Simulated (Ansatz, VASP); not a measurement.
## AsHF: VASP beside Ansatz

```
H As F
1.0
     2.28512    0.00000    0.00000
     0.00000    4.30852    0.00000
     0.00000    0.00000    4.88406
H As F
1 1 1
Cartesian
  0.0000 0.0000 0.0000
  0.0000 2.1543 2.4420
  0.0000 0.0000 2.4420
```

Alike in both runs: task relaxation of cell and atoms; functional PBE; k mesh 8 × 4 × 4; occupations gaussian, width 0.1 eV; no spin polarisation.

|  | VASP | Ansatz |
| --- | --- | --- |
| version | VASP 6.6.1 | Ansatz 0.2.0 |
| potentials or method | VASP PAW PBE potentials, release 64 (H, As_d, F), cutoff 700 eV | scalar-relativistic, plane waves, PAW |
| valence electrons in the cell | 23 | 23 |

```csv
,VASP,Ansatz,Ansatz less VASP
"gap on the k mesh at the Fermi level, each at its own relaxed structure (eV)",none,none,-
relaxed volume (Å³/atom),16.89,17.10,+0.208
relaxed length of the cell vector where the two differ most in proportion (Å),4.989,5.054,+0.0650
```

A gap of «none» marks a metal or a gap that the smearing closes.

The k mesh is coarse, so the values compare programs but aren't converged.
